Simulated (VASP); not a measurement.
Input of a VASP 6.6.1 run:

INCAR

```
SYSTEM = BN
PREC = Accurate
ENCUT = 520
EDIFF = 1E-6
ISMEAR = -1
SIGMA = 0.05
LREAL = .False.
LASPH = .True.
NELM = 80
ALGO = Normal
ISIF = 2
LWAVE = .False.
LCHARG = .True.
GGA = PS
LELF = .True.
LVHAR = .True.
NBANDS = 16
```

File KPOINTS:

```
Automatic mesh
0
Gamma
  12 12 6
  0 0 0
```

The input POSCAR:

```
BN
1.0
    2.5410266581      0.0000000000      0.0000000000
   -1.2705133291      2.2005936376      0.0000000000
    0.0000000000      0.0000000000      4.2034001687
N B
2 2
Direct
    0.3333333333      0.6666666667      0.1252709297
    0.6666666667      0.3333333333      0.6252709297
    0.3333333333      0.6666666667      0.4997290703
    0.6666666667      0.3333333333      0.9997290703
```

Potentials or basis: VASP PAW PBE potentials, release 64 (N, B).

The run is started by

```bash
$ cat potpaw_PBE.64/N/POTCAR potpaw_PBE.64/B/POTCAR > POTCAR
$ mpirun -np 1 vasp_std > vasp.out
```

(1) What does it give for the pressure?

(2) Predict the band gap on the k mesh.

Answers

(1) 0.6 GPa.

(2) 4.95 eV, indirect (least direct gap 8.22 eV).

Caveat: the PAW data sets were made with another functional, which shifts forces and pressure a little.
